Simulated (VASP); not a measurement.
Set up this calculation in VASP 6.6.1, as the native input.

- Task: relaxation of cell and atoms
- Functional: PBE
- Potentials or basis: VASP PAW PBE potentials, release 64 (Pt, Se)
- Cutoff: 600 eV
- k mesh: 12 × 12 × 12
- Occupations: gaussian, width 0.1 eV
- Spin: no spin polarisation
- Dipole correction: no
- Further INCAR settings: ALGO = Normal; EDIFF = 1e-06; IBRION = 2; EDIFFG = -0.01; NSW = 100; ISIF = 3

The structure of Pt3Se lies in POSCAR:

```
Pt3Se
1.0
    4.0334119470      0.0000000000      0.0000000000
    0.0000000000      4.0334119470      0.0000000000
    0.0000000000      0.0000000000      4.0334119470
Pt Se
3 1
Direct
    0.0000000000      0.5000000000      0.5000000000
    0.5000000000      0.0000000000      0.5000000000
    0.5000000000      0.5000000000      0.0000000000
    0.0000000000      0.0000000000      0.0000000000
```

These files were run (other wordings do the same):

INCAR

```
  PREC = Accurate
  ENCUT = 600
  EDIFF = 1E-6
  ISMEAR = 0
  SIGMA = 0.1
  LREAL = False
  LASPH = True
  NELM = 100
  ALGO = Normal
  ISIF = 3
  LWAVE = False
  LCHARG = False
  GGA = PE
  IBRION = 2
  NSW = 100
  EDIFFG = -0.01
```

KPOINTS

```
regular mesh
0
Gamma
  12 12 12
```

Potentials or basis: VASP PAW PBE potentials, release 64 (Pt, Se).

Launch:

```bash
$ cat potpaw_PBE.64/Pt/POTCAR potpaw_PBE.64/Se/POTCAR > POTCAR
$ mpirun -np 1 vasp_std > vasp.out
```

Results of the run:

```json
{
  "Relaxed volume": "16.43 Å³/atom",
  "Relaxed cell": "a = 4.036 Å, b = 4.036 Å, c = 4.036 Å, α = 90.00°, β = 90.00°, γ = 90.00°",
  "Space group after relaxing (to 0.1 Å)": "Pm-3m (No. 221)",
  "Energy gained by relaxing": "0.0 meV/atom",
  "Ionic steps": "3",
  "Pressure after relaxing": "0.0 GPa",
  "Band gap on the k mesh": "zero (bands 18 and 19 overlap by 0.67 eV)"
}
```

Caveat: spin-orbit coupling is left out, which moves the levels of the heavy elements.

Wall time 2.5 min on 1 thread of Intel(R) Xeon(R) 6975P-C (Granite Rapids), with other jobs on the host, peak memory 0.28 GiB.
